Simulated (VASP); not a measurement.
# FeCl (Pmma) in VASP: notebook

Runs on FeCl. Level: PBE. Tasks: single point.

All numbers are computed with VASP 6.6.1; they aren't measurements. Logs are shortened: lines on timing, memory, paths and dates and some standing lists are left out, and cuts for length are marked.

### 1 The cell of the first run

Symmetry: Pmma, No. 51, orthorhombic system. Conventional cell: a = 3.058 Å, b = 3.077 Å, c = 8.625 Å, α = 90.00°, β = 90.00°, γ = 90.00°. Within 3.3 Å of Fe (site symmetry mm2) lie 6 Fe at 2.52 to 3.08 Å and 4 Cl at 2.53 Å. Within 3.3 Å of Cl (site symmetry mm2) lie 4 Fe at 2.53 Å and 4 Cl at 3.06 to 3.08 Å.

### 2 Single point, PBE, collinear spin, ferromagnetic start

Input file INCAR:

```
SYSTEM = FeCl
PREC = Accurate ; ENCUT = 520
EDIFF = 1E-6 ; ISMEAR = 0
SIGMA = 0.1 ; LREAL = .FALSE.
LASPH = .TRUE. ; NELM = 150
ALGO = Normal ; ISIF = 2
LWAVE = .FALSE. ; LCHARG = .FALSE.
ISPIN = 2 ; MAGMOM = 3.36 3.36 0 0
LORBIT = 11 ; LMAXMIX = 4
GGA = PE ; NBANDS = 27
```

Input file KPOINTS:

```
regular mesh
0
G
  6 6 2
  0 0 0
```

Input file POSCAR:

```
FeCl
1.0
    3.0582226354      0.0000000000      0.0000000000
    0.0000000000      3.0770169968      0.0000000000
    0.0000000000      0.0000000000      8.6245620742
Fe Cl
2 2
Direct
    0.7500000000      0.0000000000      0.6161190861
    0.2500000000      0.0000000000      0.3838809139
    0.7500000000      0.5000000000      0.2320348692
    0.2500000000      0.5000000000      0.7679651308
```

Potentials or basis: VASP PAW PBE potentials, release 64 (Fe, Cl).

The run is started by

```bash
$ cat potpaw_PBE.64/Fe/POTCAR potpaw_PBE.64/Cl/POTCAR > POTCAR
$ mpirun -np 1 vasp_std > vasp.out
```

OUTCAR:

```text
SYSTEM = FeCl
   PREC = Accurate
   ENCUT = 520
   EDIFF = 1E-6
   ISMEAR = 0
   LREAL = .FALSE.
   LASPH = .TRUE.
   NELM = 150
   ISIF = 2
   ISPIN = 2
   LORBIT = 11
   GGA = PE

 ion  position               nearest neighbor table
   1  0.750  0.000  0.616-   2 2.52   2 2.52   4 2.53   4 2.53   4 2.53   4 2.53
   2  0.250  0.000  0.384-   1 2.52   1 2.52   3 2.53   3 2.53   3 2.53   3 2.53
   3  0.750  0.500  0.232-   2 2.53   2 2.53   2 2.53   2 2.53
   4  0.250  0.500  0.768-   1 2.53   1 2.53   1 2.53   1 2.53

  LATTYP: Found a simple orthorhombic cell.
 ALAT       =     3.0582226354
 B/A-ratio  =     1.0061455177
 C/A-ratio  =     2.8201223725

  Lattice vectors:

 A1 = (   3.0582226354,   0.0000000000,   0.0000000000)
 A2 = (   0.0000000000,   3.0770169968,   0.0000000000)
 A3 = (   0.0000000000,   0.0000000000,   8.6245620742)

Analysis of symmetry for initial positions (statically):
=====================================================================
 Subroutine PRICEL returns:
 Original cell was already a primitive cell.

 Routine SETGRP: Setting up the symmetry group for a
 simple orthorhombic supercell.

 Subroutine GETGRP returns: Found  8 space group operations
 (whereof  4 operations were pure point group operations)
 out of a pool of  8 trial point group operations.

The static configuration has the point symmetry C_2h.
 The point group associated with its full space group is D_2h.

Analysis of symmetry for dynamics (positions and initial velocities):
=====================================================================
 Subroutine PRICEL returns:
 Original cell was already a primitive cell.

 Routine SETGRP: Setting up the symmetry group for a
 simple orthorhombic supercell.

 Subroutine GETGRP returns: Found  8 space group operations
 (whereof  4 operations were pure point group operations)
 out of a pool of  8 trial point group operations.

The dynamic configuration has the point symmetry C_2h.
 The point group associated with its full space group is D_2h.

Analysis of structural, dynamic, and magnetic symmetry:
=====================================================================
 Subroutine PRICEL returns:
 Original cell was already a primitive cell.

 Routine SETGRP: Setting up the symmetry group for a
 simple orthorhombic supercell.

 Subroutine GETGRP returns: Found  8 space group operations
 (whereof  4 operations were pure point group operations)
 out of a pool of  8 trial point group operations.

The overall configuration has the point symmetry C_2h.
 The point group associated with its full space group is D_2h.

 Subroutine INISYM returns: Found  8 space group operations
 (whereof  4 operations are pure point group operations),
 and found     1 'primitive' translations

----------------------------------------------------------------------------------------

                                     Primitive cell

  volume of cell :      81.1589

  direct lattice vectors                    reciprocal lattice vectors
     3.058222635  0.000000000  0.000000000     0.326987312  0.000000000  0.000000000
     0.000000000  3.077016997  0.000000000     0.000000000  0.324990080  0.000000000
     0.000000000  0.000000000  8.624562074     0.000000000  0.000000000  0.115947916

  length of vectors
     3.058222635  3.077016997  8.624562074     0.326987312  0.324990080  0.115947916

  position of ions in fractional coordinates (direct lattice)
     0.750000000  0.000000000  0.616119086
     0.250000000  0.000000000  0.383880914
     0.750000000  0.500000000  0.232034869
     0.250000000  0.500000000  0.767965131

  ion indices of the primitive-cell ions
   primitive index   ion index
                 1           1
                 2           2
                 3           3
                 4           4

----------------------------------------------------------------------------------------

 KPOINTS: regular mesh

Automatic generation of k-mesh.
 Grid dimensions read from file:
 generate k-points for:    6    6    2

 Generating k-lattice:

  Cartesian coordinates                     Fractional coordinates (reciprocal lattice)
     0.054497885  0.000000000  0.000000000     0.166666667  0.000000000  0.000000000
     0.000000000  0.054165013  0.000000000     0.000000000  0.166666667  0.000000000
     0.000000000  0.000000000  0.057973958     0.000000000  0.000000000  0.500000000

  Length of vectors
     0.054497885  0.054165013  0.057973958

  Shift w.r.t. Gamma in fractional coordinates (k-lattice)
     0.000000000  0.000000000  0.000000000

 Subroutine IBZKPT returns following result:
 ===========================================

 Found     32 irreducible k-points:

 Following reciprocal coordinates:
            Coordinates               Weight
  0.000000  0.000000  0.000000      1.000000
  0.166667  0.000000  0.000000      2.000000
  0.333333  0.000000  0.000000      2.000000
  0.500000  0.000000  0.000000      1.000000
  0.000000  0.166667  0.000000      2.000000
  0.166667  0.166667  0.000000      4.000000
[... 16 lines left out ...]
  0.333333  0.166667  0.500000      4.000000
  0.500000  0.166667  0.500000      2.000000
 [... further k-points ...]
   k-points           NKPTS =     32   k-points in BZ     NKDIM =     32   number of bands    NBANDS=     27
   number of dos      NEDOS =    301   number of ions     NIONS =      4
   total plane-waves  NPLWV =  36864
   dimension x,y,z NGX =    24 NGY =   24 NGZ =   64
   dimension x,y,z NGXF=    48 NGYF=   48 NGZF=  128
   ions per type =               2   2
   NGX,Y,Z   is equivalent  to a cutoff of  13.05, 12.97, 12.34 a.u.
   NGXF,Y,Z  is equivalent  to a cutoff of  26.09, 25.93, 24.67 a.u.
 SYSTEM =  FeCl
   PREC   = accura    normal or accurate (medium, high low for compatibility)
   ISTART =      0    job   : 0-new  1-cont  2-samecut
   ICHARG =      2    charge: 1-file 2-atom 10-const
   ISPIN  =      2    spin polarized calculation?
   LNONCOLLINEAR =      F non collinear calculations
   LSORBIT =      F    spin-orbit coupling
   LASPH  =      T    aspherical Exc in radial PAW
   ENCUT  =  520.0 eV  38.22 Ry    6.18 a.u.   5.69  5.72 16.04*2*pi/ulx,y,z
   NELM   =    150;   NELMIN=  2; NELMDL= -5     # of ELM steps
   EDIFF  = 0.1E-05   stopping-criterion for ELM
   LREAL  =      F    real-space projection
   EDIFFG = 0.1E-04   stopping-criterion for IOM
   NSW    =      0    number of steps for IOM
   IBRION =     -1    ionic relax: 0-MD 1-quasi-New 2-CG
   NFREE  =      0    steps in history (QN), initial steepest desc. (CG)
   ISIF   =      2    stress and relaxation
   ISYM   =      2    0-nonsym 1-usesym 2-fastsym
   POTIM  = 0.5000    time-step for ionic-motion
   TEBEG  =    0.0;   TEEND  =   0.0 temperature during run
   PSTRESS=    0.0 pullay stress
   NELECT =      30.0000    total number of electrons
   NUPDOWN=      -1.0000    fix difference up-down
   EMIN   =  10.00;   EMAX   =-10.00  energy-range for DOS
   EFERMI =   0.00;   METHOD = LEGACY
   ISMEAR =     0;   SIGMA  =   0.10  broadening in eV -4-tet -1-fermi 0-gaus
   EFERMI_NEDOS =   21; number of points for ismear=-14 and -15
   IALGO  =     38    algorithm
   IMIX   =      4    mixing-type and parameters
     AMIX     =   0.40;   BMIX     =  1.00
     AMIX_MAG =   1.60;   BMIX_MAG =  1.00
  volume/ion in A,a.u.               =      20.29       136.92
  Fermi-wavevector in a.u.,A,eV,Ry     =   1.174906  2.220251 18.781548  1.380405
  Thomas-Fermi vector in A             =   2.311296
   LORBIT       =     11    0 simple, 1 ext, 2 COOP (PROOUT), +10 PAW based schemes
   GGA     = PE    functional components
   LHFCALC =     F    Hartree Fock is set to
   AEXX    =    0.0000 exact exchange contribution
   IVDW    =     0    specifies the selected vdW correction
   LEPSILON=     F    determine dielectric tensor
   LRPA    =     F    only Hartree local field effects (RPA)
 spin polarized calculation
 Gauss-broadening in eV      SIGMA  =   0.10
  energy-cutoff  :      520.00
  volume of cell :       81.16
 maximum number of plane-waves:      2204
 NGX is ok and might be reduce to    24
   NGX = 11   NGY = 11   NGZ = 33

 number of electron      29.9999988 magnetization       6.5672378

 Free energy of the ion-electron system (eV)
  ---------------------------------------------------
  ext. energy  EPLUGINS =         0.00000000
  ---------------------------------------------------
  free energy    TOTEN  =       -20.49877524 eV

  energy without entropy =      -20.49323319  energy(sigma->0) =      -20.49600422

 E-fermi :   3.2193     XC(G=0):  -9.3433

 val. band max:        3.1965781130   @ k =   0.0000   0.3333   0.5000
 cond. band min:       3.2324369749   @ k =   0.5000   0.3333   0.5000
 fundamental gap:      0.0358588619
 Fermi energy:         3.2192672698

 spin component 1

 k-point     1 :       0.0000    0.0000    0.0000
  band No.  band energies     occupation
      1     -13.8054      1.00000
      2     -13.7317      1.00000
      3      -3.5094      1.00000
      4      -2.5396      1.00000
      5      -0.6473      1.00000
      6      -0.6375      1.00000
[... 709 lines left out ...]
     26      12.5552      0.00000
     27      13.7602      0.00000

 [... further k-points ...]

 spin component 2

 k-point     1 :       0.0000    0.0000    0.0000
  band No.  band energies     occupation
      1     -13.6252      1.00000
      2     -13.5506      1.00000
      3      -3.2692      1.00000
      4      -2.0069      1.00000
      5       0.2523      1.00000
      6       0.2668      1.00000
[... 709 lines left out ...]
     26      12.8733      0.00000
     27      13.9686      0.00000

 [... further k-points ...]

------------------------ aborting loop because EDIFF is reached ----------------------------------------

  FORCE on cell =-STRESS in cart. coord.  units (eV):
  Direction    XX          YY          ZZ          XY          YZ          ZX
  --------------------------------------------------------------------------------------
  -------------------------------------------------------------------------------------
  Total        0.0203872     -0.0301234     -0.0224079      0.0000000      0.0000000      0.0000000
  in kB        0.4024682     -0.5946738     -0.4423589      0.0000000      0.0000000      0.0000000
  external PRESSURE =      -0.2115215 kB  Pullay stress =       0.0000000 kB

 VOLUME and BASIS-vectors are now :
 -----------------------------------------------------------------------------
  energy-cutoff  :      520.00
  volume of cell :       81.16
      direct lattice vectors                 reciprocal lattice vectors
     3.058222635  0.000000000  0.000000000     0.326987312  0.000000000  0.000000000
     0.000000000  3.077016997  0.000000000     0.000000000  0.324990080  0.000000000
     0.000000000  0.000000000  8.624562074     0.000000000  0.000000000  0.115947916

 POSITION                                       TOTAL-FORCE (eV/Angst)
 -----------------------------------------------------------------------------------
      2.29367      0.00000      5.31376         0.000000      0.000000      0.016159
      0.76456      0.00000      3.31080        -0.000000      0.000000     -0.016159
      2.29367      1.53851      2.00120         0.000000      0.000000      0.024201
      0.76456      1.53851      6.62336         0.000000     -0.000000     -0.024201
 -----------------------------------------------------------------------------------
    total drift:                                0.000000      0.000000      0.000000

  FREE ENERGIE OF THE ION-ELECTRON SYSTEM (eV)
  ---------------------------------------------------
  free  energy   TOTEN  =       -20.4987752378 eV

  energy  without entropy=      -20.4932331947  energy(sigma->0) =      -20.49600422

 total charge

# of ion       s       p       d       tot
------------------------------------------
    1        0.333   0.303   6.130   6.766
    2        0.333   0.303   6.130   6.766
    3        1.611   3.505   0.000   5.115
    4        1.611   3.505   0.000   5.115
--------------------------------------------------
tot          3.887   7.615  12.260  23.762

 magnetization (x)

# of ion       s       p       d       tot
------------------------------------------
    1       -0.004  -0.009   3.109   3.095
    2       -0.004  -0.009   3.109   3.095
    3        0.011   0.121   0.000   0.132
    4        0.011   0.121   0.000   0.132
--------------------------------------------------
tot          0.013   0.224   6.217   6.454
```

Run time: 49 s. Hardware: 1 thread of Intel Xeon 6975P-C (Granite Rapids), shared host; peak memory 0.27 GiB.

Results:

* Free energy: -20.4988 eV
* Pressure: 0.0 GPa
* Largest force: 0.024 eV/Å
* Net moment: 6.57 μB per cell
* Site moments: Fe +3.10; Cl +0.13 μB
* Valence electrons inside the program's atomic spheres: Fe 6.77; Cl 5.12

Forces on the atoms (eV/Å):
```
Fe   0.000  0.000  0.016
Fe   0.000  0.000 -0.016
Cl   0.000  0.000  0.024
Cl   0.000  0.000 -0.024
```

Caveat: the k points lie up to 0.36 Å⁻¹ apart; this functional lacks dispersion, which binds the layers, so the pressure and a relaxed spacing across them are unreliable; semilocal functionals often make such compounds metallic where correlation or magnetic order opens a gap, which also shifts bond lengths; only a ferromagnetic start was run, and an antiferromagnetic order may lie lower in energy. With open d or f shells a metallic result of PBE can be an artefact of self-interaction; +U or a hybrid may open a gap.

[end of part 1 of 2]
